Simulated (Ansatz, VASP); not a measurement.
One calculation of GaP, two programs

POSCAR

```
GaP
1.0
    0.0000000000      2.6163833159      2.6163833159
    2.6163833159      0.0000000000      2.6163833159
    2.6163833159      2.6163833159      0.0000000000
Ga P
1 1
Direct
    0.0000000000      0.0000000000      0.0000000000
    0.2500000000      0.2500000000      0.2500000000
```

Contents of INCAR.step1:

```
PREC = Accurate
ENCUT = 520
ISMEAR = 0
SIGMA = 0.01
LREAL = F
LASPH = T
NELM = 80
NBANDS = 16
GGA = PE
ALGO = Normal
EDIFF = 1E-4
LWAVE = T
LCHARG = F
```

Contents of INCAR.step2:

```
PREC = Accurate
ENCUT = 520
EDIFF = 1E-6
ISMEAR = 0
SIGMA = 0.01
LREAL = F
LASPH = T
NELM = 80
ALGO = Normal
ISIF = 2
LWAVE = F
LCHARG = F
METAGGA = R2SCAN
LMIXTAU = T
NBANDS = 16
ISTART = 1
```

KPOINTS

```
regular mesh
0
Gamma
  8 8 8
```

Input for Ansatz:

```yaml
crystal:
  lattice:
    - [0.0, 2.6163833159, 2.6163833159]
    - [2.6163833159, 0.0, 2.6163833159]
    - [2.6163833159, 2.6163833159, 0.0]
  atoms:
    - { symbol: Ga, position: [0.0, 0.0, 0.0] }
    - { symbol: P, position: [0.25, 0.25, 0.25] }
kpoints:
  mp_grid: { grid: [8, 8, 8] }
  band_path:
    path:
      - [0.0, 0.0, 0.0]
      - [-0.5, -0.5, 0.0]
      - [-0.375, -0.375, 0.25]
      - [-0.375, 0.0, 0.375]
      - [0.0, 0.0, 0.5]
      - [-0.5, -0.25, 0.25]
      - [0.0, 0.4375, 0.4375]
    npoints: 1
hamiltonian:
  xc: r2scan
scf:
  occupations: { method: fixed }
  n_extra_bands: 4
output:
  forces: true
  stress: true
  eigenvalues: true
```

Change from the starting cell: hydrostatic strain -4.0%.

Alike in both runs: task single point; functional r2SCAN; k mesh 8 × 8 × 8; no spin polarisation.

|  | VASP | Ansatz |
| --- | --- | --- |
| version | VASP 6.6.1 | Ansatz 0.2.0 |
| potentials or method | VASP PAW PBE potentials, release 64 (Ga_d, P) | plane waves, PAW |
| plane-wave cutoff (eV) | 520 | 500 |
| occupations | gaussian, width 0.01 eV | fixed |
| valence electrons in the cell | 18 | 18 |

VASP gave:

| Property | Result |
| --- | --- |
| gap on the k mesh at the Fermi level (eV) | 1.63 |
| pressure (GPa) | 14.0 |

**Question.** Estimate Ansatz's values.

**Answer.** gap on the k mesh at the Fermi level (eV): 1.63; pressure (GPa): 14.1.

VASP's potentials were made for PBE, not for r2SCAN.
